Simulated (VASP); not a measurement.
Here is a VASP 6.6.1 calculation.

Contents of INCAR:

```
ALGO     = Normal         # electronic algorithm
EDIFF    = 1E-7           # SCF threshold, eV
ENCUT    = 520            # plane-wave cutoff, eV
GGA      = PE             # functional
ISIF     = 2              # what is computed and relaxed
ISMEAR   = -1             # smearing method
LASPH    = True           # aspherical terms in the spheres
LCHARG   = False          # write CHGCAR
LREAL    = False          # projectors in reciprocal space
LWAVE    = False          # write WAVECAR
NBANDS   = 16             # bands
NELM     = 80             # most SCF steps
PREC     = Accurate       # precision mode
SIGMA    = 0.05           # smearing width, eV
```

The input KPOINTS:

```
k-points
0
Gamma
  12 12 7
```

POSCAR

```
BN
1.0
    2.4252030564      0.0000000000      0.0000000000
   -1.2126015282      2.1002874562      0.0000000000
    0.0000000000      0.0000000000      4.0167294406
B N
2 2
Direct
    0.3333333333      0.6666666667      0.0012530708
    0.6666666667      0.3333333333      0.5012530708
    0.3333333333      0.6666666667      0.3747469292
    0.6666666667      0.3333333333      0.8747469292
```

Potentials or basis: VASP PAW PBE potentials, release 64 (B, N).

Command:

```bash
$ cat potpaw_PBE.64/B/POTCAR potpaw_PBE.64/N/POTCAR > POTCAR
$ mpirun -np 1 vasp_std > vasp.out
```

(1) Estimate the pressure.

(2) Predict the band gap on the k mesh.

Results:

(1) 76.7 GPa.

(2) 4.83 eV, indirect (least direct gap 8.93 eV).
